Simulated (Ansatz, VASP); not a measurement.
HfC in VASP and in Ansatz

Contents of INCAR:

```
PREC     = Accurate       # precision mode
ENCUT    = 520            # plane-wave cutoff, eV
EDIFF    = 1E-7           # SCF threshold, eV
ISMEAR   = 0              # smearing method
SIGMA    = 0.05           # smearing width, eV
LREAL    = F              # projectors in reciprocal space
LASPH    = T              # aspherical terms in the spheres
NELM     = 80             # most SCF steps
ALGO     = Normal         # electronic algorithm
ISIF     = 2              # what is computed and relaxed
LWAVE    = F              # write WAVECAR
LCHARG   = F              # write CHGCAR
GGA      = PE             # functional
NBANDS   = 14             # bands
```

File KPOINTS:

```
Automatic mesh
0
Gamma
  12 12 12
```

The input POSCAR:

```
HfC
1.0
    0.0000000000      2.5388104128      2.5388104128
    2.5388104128      0.0000000000      2.5388104128
    2.5388104128      2.5388104128      0.0000000000
Hf C
1 1
Direct
    0.0000000000      0.0000000000      0.0000000000
    0.2500000000      0.2500000000      0.2500000000
```

Input for Ansatz:

```yaml
crystal:
  lattice:
    - [0.0, 2.5388104128, 2.5388104128]
    - [2.5388104128, 0.0, 2.5388104128]
    - [2.5388104128, 2.5388104128, 0.0]
  atoms:
    - { symbol: Hf, position: [0.0, 0.0, 0.0] }
    - { symbol: C, position: [0.25, 0.25, 0.25] }
basis:
  ecutwfc: 420
  ecutrho_ratio: 4
kpoints:
  mp_grid: { grid: [12, 12, 12] }
hamiltonian:
  xc: pbe
scf:
  occupations: { method: gaussian, width: 0.05 }
output:
  forces: true
  stress: true
  eigenvalues: true
```

Alike in both runs: task single point; functional PBE; k mesh 12 × 12 × 12; occupations gaussian, width 0.05 eV; no spin polarisation.

|  | VASP | Ansatz |
| --- | --- | --- |
| version | VASP 6.6.1 | Ansatz 0.2.0 |
| potentials or method | VASP PAW PBE potentials, release 64 (Hf_pv, C), cutoff 520 eV | scalar-relativistic, plane waves, PAW |
| valence electrons in the cell | 14 | 30 |

Ansatz gave:

* gap on the k mesh at the Fermi level (eV): 0.32
* least direct gap on the mesh (eV): 0.32
* pressure (GPa): -3.0

Question: Which values does VASP return?

Answer: gap on the k mesh at the Fermi level (eV): 0.32; least direct gap on the mesh (eV): 0.32; pressure (GPa): -3.4.

The functional is the same, so the differences come from potentials, cutoffs and numerics. VASP's potentials hold 14 valence electrons a cell and Ansatz's 30, so a difference there can come from the potentials and not from the codes.

Spin-orbit coupling is off throughout.
